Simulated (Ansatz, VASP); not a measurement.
# One calculation of Si4Mo, two programs

```xyz
5
Lattice="-2.3190 2.6710 3.2547 2.3190 -2.6710 3.2547 2.3190 2.6710 -3.2547" Properties=species:S:1:pos:R:3 pbc="T T T"
Si    2.3190    1.2016   -1.1523
Si    0.0000    1.4694    4.4070
Si    2.3190    1.2016    1.1523
Si    0.0000    1.4694    2.1024
Mo    0.0000    0.0000    0.0000
```

Change from the starting cell: species swapped into the FeB4 type (Pnnm, No. 58).

Alike in both runs: functional PBE; k mesh 8 × 8 × 8; occupations gaussian, width 0.1 eV; no spin polarisation.

Ansatz relaxed the structure, and its values are those at the end. VASP's run is a single point on that final structure, the one shown.

|  | VASP | Ansatz |
| --- | --- | --- |
| version | VASP 6.6.1 | Ansatz 0.2.0 |
| potentials or method | VASP PAW PBE potentials, release 64 (Si, Mo_sv), cutoff 520 eV | scalar-relativistic, plane waves, PAW |
| valence electrons in the cell | 30 | 30 |

Ansatz gave:

* gap on the k mesh at the Fermi level (eV): none
* pressure (GPa): 0.0
* rms of the force components (eV/Å): 0.000

Task: Estimate VASP's values.

Result: gap on the k mesh at the Fermi level (eV): none; pressure (GPa): 0.0; rms of the force components (eV/Å): 0.006.

A gap of «none» marks a metal or a gap that the smearing closes. With one functional, cell and mesh, what is left measures potentials, basis and numerics.
